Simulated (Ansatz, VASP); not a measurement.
One calculation of GaAs, two programs

INCAR

```
SYSTEM = GaAs
ALGO = Normal
EDIFF = 1E-6
ENCUT = 500
GGA = LIBXC
GGA_COMPAT = .FALSE.
ISIF = 2
ISMEAR = -4
LASPH = .TRUE.
LCHARG = .TRUE.
LELF = .TRUE.
LIBXC1 = GGA_X_B88
LIBXC2 = GGA_C_PBE
LREAL = .FALSE.
LVHAR = .TRUE.
LWAVE = .FALSE.
NBANDS = 16
NELM = 120
PREC = Accurate
SIGMA = 0.05
```

The input KPOINTS:

```
k-points
0
G
  8 8 8
  0 0 0
```

File POSCAR:

```
GaAs
1.0
    0.0000000000      3.0451318500      3.0451318500
    3.0451318500      0.0000000000      3.0451318500
    3.0451318500      3.0451318500      0.0000000000
As Ga
1 1
Direct
    0.2500000000      0.2500000000      0.2500000000
    0.0000000000      0.0000000000      0.0000000000
```

The input input.yaml:

```yaml
crystal:
  lattice: { a: 6.0902637, b: 6.0902637, c: 6.0902637, alpha: 90.0, beta: 90.0, gamma: 90.0 }
  space_group: 216
  setting: { hermann_mauguin: F-43m }
  reduce_to_primitive: true
  atoms:
    - { symbol: As, position: [0.25, 0.25, 0.25] }
    - { symbol: Ga, position: [0.0, 0.0, 0.0] }
kpoints:
  mp_grid: { grid: [8, 8, 8] }
scf:
  occupations: { method: tetrahedron_uncorrected }
  convergence: { dr2_threshold: 1.0e-06 }
hamiltonian:
  xc: { exchange: b88, correlation: pbe }
  pseudopotentials: { kind: all_electron, lapw: { basis_error: 0.001 } }
output:
  forces: true
  stress: true
  eigenvalues: true
  xc_energy_on_converged_density: [pbe, blyp, rpbe]
```

Alike in both runs: task single point; functional b88 exchange, pbe correlation; k mesh 8 × 8 × 8; no spin polarisation.

```csv
,VASP,Ansatz
version,VASP 6.6.1,Ansatz 0.2.0
potentials or method,"VASP PAW PBE potentials, release 64 (As, Ga_d), cutoff 500 eV","all-electron LAPW, scalar-relativistic"
occupations,tetrahedron,tetrahedron-uncorrected
```

VASP gave:

| Quantity | Value |
| --- | --- |
| gap on the k mesh at the Fermi level (eV) | none |
| pressure (GPa) | -7.0 |

**Question.** Which values does Ansatz return?

**Answer.** gap on the k mesh at the Fermi level (eV): none; pressure (GPa): -7.1.

VASP's potentials were made for PBE, not for b88 exchange, pbe correlation. A gap of «none» marks a metal or a gap that the smearing closes. Ansatz ran all-electron here, and VASP with PAW potentials.
